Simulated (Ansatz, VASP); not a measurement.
**C in VASP and in Ansatz**

```
C
1.0
     3.17710    0.00000    0.00000
    -1.58855    2.75145    0.00000
     0.00000    0.00000    3.57992
C
4
Direct
  0.50000 0.00000 0.00000
  0.00000 0.50000 0.00000
  0.50000 0.50000 0.00000
  0.00000 0.00000 0.50000
```

Alike in both runs: functional PBE; k mesh 18 × 18 × 14; occupations gaussian, width 0.1 eV; no spin polarisation.

Ansatz relaxed the structure, and its values are those at the end. VASP's run is a single point on that final structure, the one shown.

|  | VASP | Ansatz |
| --- | --- | --- |
| version | VASP 6.6.1 | Ansatz 0.2.0 |
| potentials or method | VASP PAW PBE potentials, release 64 (C), cutoff 520 eV | scalar-relativistic, plane waves, PAW |
| valence electrons in the cell | 16 | 16 |

|  | VASP | Ansatz | Ansatz less VASP |
| --- | --- | --- | --- |
| gap on the k mesh at the Fermi level (eV) | none | none | - |
| pressure (GPa) | 0.0 | 0.0 | -0.01 |

A gap of «none» marks a metal or a gap that the smearing closes. The functional is the same, so the differences come from potentials, cutoffs and numerics.
